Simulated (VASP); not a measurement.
A run of VASP 6.6.1 is set up as follows.

INCAR

```
  PREC = Accurate
  ENCUT = 600
  EDIFF = 1E-6
  ISMEAR = 0
  SIGMA = 0.1
  LREAL = F
  LASPH = T
  NELM = 120
  ALGO = Normal
  ISIF = 2
  LWAVE = F
  LCHARG = F
  GGA = PS
  NBANDS = 24
  GGA_COMPAT = F
```

File KPOINTS:

```
regular mesh
0
Gamma
  6 6 6
```

Contents of POSCAR:

```
Cu
1.0
    3.9945654849      0.0000000000      0.0000000000
   -1.9972827425      3.4593951870      0.0000000000
    0.0000000000      0.0000000000      2.4700815057
Cu
3
Direct
    0.3333319680      0.0000000000      0.3333333333
    0.0000000000      0.3333319680      0.6666666667
    0.6666680320      0.6666680320      0.0000000000
```

Potentials or basis: VASP PAW PBE potentials, release 64 (Cu).

The run is started by

```bash
$ cat potpaw_PBE.64/Cu/POTCAR > POTCAR
$ mpirun -np 1 vasp_std > vasp.out
```

Task: Predict the band gap on the k mesh.

Result: Zero (an odd number of electrons rules out a gap without spin polarisation).

Task: What does it give for the pressure?

Result: 0.7 GPa.

Caveat: the k points lie up to 0.42 Å⁻¹ apart, too coarse for converged energies and pressures of a metal; the PAW data sets were made with another functional, which shifts forces and pressure a little.
